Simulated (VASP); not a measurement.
Crystal: CdS.

```
Cd S
1.0
     4.26117    0.00000    0.00000
    -2.13058    3.69028    0.00000
     0.00000    0.00000    5.80417
Cd S
1 1
Direct
  0.00000 0.00000 0.44269
  0.66667 0.33333 0.43431
```

Base run:

```yaml
Program: VASP 6.6.1
Functional: LDA
Potentials_or_basis: VASP PAW LDA potentials, release 64 (Cd, S)
Cutoff: 520 eV
k_mesh: 6 × 6 × 4
Occupations: gaussian, width 0.02 eV
Spin: no spin polarisation
```

Its results: band gap on the k mesh 1.27 eV, indirect (least direct gap 1.29 eV); pressure -2.3 GPa; largest force 0.023 eV/Å.

Q: The run is repeated on the same cell with these changes: potentials or basis from VASP PAW LDA potentials, release 64 (Cd, S) to VASP PAW LDA potentials, release 64 (Cd_sv_GW, S); cutoff from 520 eV to 540 eV; further incar settings from ALGO = Normal; EDIFF = 1e-06; NBANDS = 16 to ALGO = Normal; EDIFF = 1e-06; NBANDS = 20; valence electrons from 18 to 26. What comes out?

A: Band gap on the k mesh 1.27 eV, indirect (least direct gap 1.28 eV); pressure -3.0 GPa; largest force 0.026 eV/Å.

A k mesh can miss the band edges.
